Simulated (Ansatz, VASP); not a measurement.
TiCo in VASP and in Ansatz

```
Co Ti
1.0
     2.98611    0.00000    0.00000
     0.00000    2.98611    0.00000
     0.00000    0.00000    2.98611
Co Ti
1 1
Direct
  0.50000 0.50000 0.50000
  0.00000 0.00000 0.00000
```

Alike in both runs: task relaxation of cell and atoms; functional PBE; k mesh 9 × 9 × 9; occupations fermi-dirac, width 0.05 eV; collinear spin.

|  | VASP | Ansatz |
| --- | --- | --- |
| version | VASP 6.6.1 | Ansatz 0.2.0 |
| potentials or method | VASP PAW PBE potentials, release 64 (Co, Ti_sv) | Ansatz PAW |
| plane-wave cutoff (eV) | 600 | 420 |
| valence electrons in the cell | 21 | 29 |

VASP gave:

- gap on the k mesh at the Fermi level, each at its own relaxed structure (eV): none
- net moment per atom (μB): 0.39
- size of the moment on the site where the two differ most (μB): 0.86
- relaxed volume (Å³/atom): 13.22
- relaxed cell length with the largest relative difference (Å): 2.979

Task: What did Ansatz give for the same quantities?

Result: gap on the k mesh at the Fermi level, each at its own relaxed structure (eV): none; net moment per atom (μB): 0.41; size of the moment on the site where the two differ most (μB): 0.92; relaxed volume (Å³/atom): 13.27; relaxed cell length with the largest relative difference (Å): 2.983.

Site moments also hang on the region over which each program counts them. A gap of «none» marks a metal or a gap that the smearing closes. VASP's potentials hold 21 valence electrons a cell and Ansatz's 29, so a difference there can come from the potentials and not from the codes.

Noted on Ansatz's run: the plane-wave basis is chosen anew once the cell has moved, so the energies of steps on either side of that aren't comparable.
